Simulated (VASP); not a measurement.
Runs of VASP 6.6.1 on As. The structure is that of space group P6_3/mmc (No. 194), or close to it. The cells are those of the table. 

```csv
cell,gap on the mesh (eV),pressure (GPa)
"a = 3.029, b = 3.029, c = 10.251 Å, angles 90.0, 90.0, 120.0°, 4 atoms",none,-2.8
"a = 2.989, b = 2.989, c = 10.118 Å, angles 90.0, 90.0, 120.0°, 4 atoms",none,-0.1
"a = 3.105, b = 3.105, c = 10.507 Å, angles 90.0, 90.0, 120.0°, 4 atoms",none,(a)
"a = 3.067, b = 3.067, c = 10.381 Å, angles 90.0, 90.0, 120.0°, 4 atoms",none,(b)
"a = 2.865, b = 2.865, c = 9.696 Å, angles 90.0, 90.0, 120.0°, 4 atoms",none,12.9
```

Alike in all rows: task single point; level revPBE; potentials or basis VASP PAW PBE potentials, release 64 (As); no spin polarisation; k mesh 14 × 14 × 4; cutoff (eV) 520; smearing fermi-dirac 0.1 eV.

Problem. Estimate the missing entries.

Solution. (a) -6.8; (b) -5.1.

Caveats: the PAW data sets were made with another functional, which shifts forces and pressure a little.

A k mesh can miss the band edges, and the runs leave out spin-orbit coupling on As.

A gap of «none» marks levels without a gap at the run's occupations.
